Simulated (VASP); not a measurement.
Wanted: the native input for a VASP 6.6.1 run.

```yaml
Task: single point
Functional: r2SCAN
Potentials_or_basis: VASP PAW PBE potentials, release 64 (Sn_d, Se)
Cutoff: 520 eV
k_mesh: 8 × 8 × 5
Occupations: fermi-dirac, width 0.05 eV
Spin: no spin polarisation
Dipole_correction: no
Further_INCAR_settings: ALGO = Normal; EDIFF = 1e-06; NBANDS = 20
```

SnSe2:

```
Sn Se
1.0
     3.81002    0.00000    0.00000
    -1.90501    3.29957    0.00000
     0.00000    0.00000    6.09015
Sn Se
1 2
Direct
  0.00000 0.00000 0.00000
  0.66667 0.33333 0.74173
  0.33333 0.66667 0.25827
```

The input as run:

POSCAR

```
SnSe2
1.0
    3.8100166025      0.0000000000      0.0000000000
   -1.9050083013      3.2995711666      0.0000000000
    0.0000000000      0.0000000000      6.0901547851
Sn Se
1 2
Direct
    0.0000000000      0.0000000000      0.0000000000
    0.6666666667      0.3333333333      0.7417306859
    0.3333333333      0.6666666667      0.2582693141
```

INCAR.step1

```
SYSTEM = SnSe2
ALGO = Normal
EDIFF = 1E-4
ENCUT = 520
GGA = PE
ISMEAR = -1
LASPH = .TRUE.
LCHARG = .FALSE.
LREAL = .FALSE.
LWAVE = .TRUE.
NBANDS = 20
NELM = 60
PREC = Accurate
SIGMA = 0.05
```

INCAR.step2

```
SYSTEM = SnSe2
ALGO = Normal
EDIFF = 1E-6
ENCUT = 520
ISIF = 2
ISMEAR = -1
ISTART = 1
LASPH = .TRUE.
LCHARG = .FALSE.
LMIXTAU = .TRUE.
LREAL = .FALSE.
LWAVE = .FALSE.
METAGGA = R2SCAN
NBANDS = 20
NELM = 60
PREC = Accurate
SIGMA = 0.05
```

KPOINTS

```
k-points
0
G
  8 8 5
  0 0 0
```

Potentials or basis: VASP PAW PBE potentials, release 64 (Sn_d, Se).

Run with:

```sh
$ cat potpaw_PBE.64/Sn_d/POTCAR potpaw_PBE.64/Se/POTCAR > POTCAR
$ cp INCAR.step1 INCAR
$ mpirun -np 1 vasp_std > vasp.out
$ cp INCAR.step2 INCAR
$ mpirun -np 1 vasp_std > vasp.out
```

Results of the run:

- Pressure: 2.1 GPa
- Largest force: 0.013 eV/Å
- Band gap on the k mesh: 0.95 eV, indirect (least direct gap 1.47 eV)

Caveat: the PAW data sets were made with another functional, which shifts forces and pressure a little; spin-orbit coupling is left out, which moves the levels of the heavy elements.

Run time: 3.5 min on 1 thread of Intel(R) Xeon(R) 6975P-C (Granite Rapids) (shared host), peak memory 0.22 GiB.
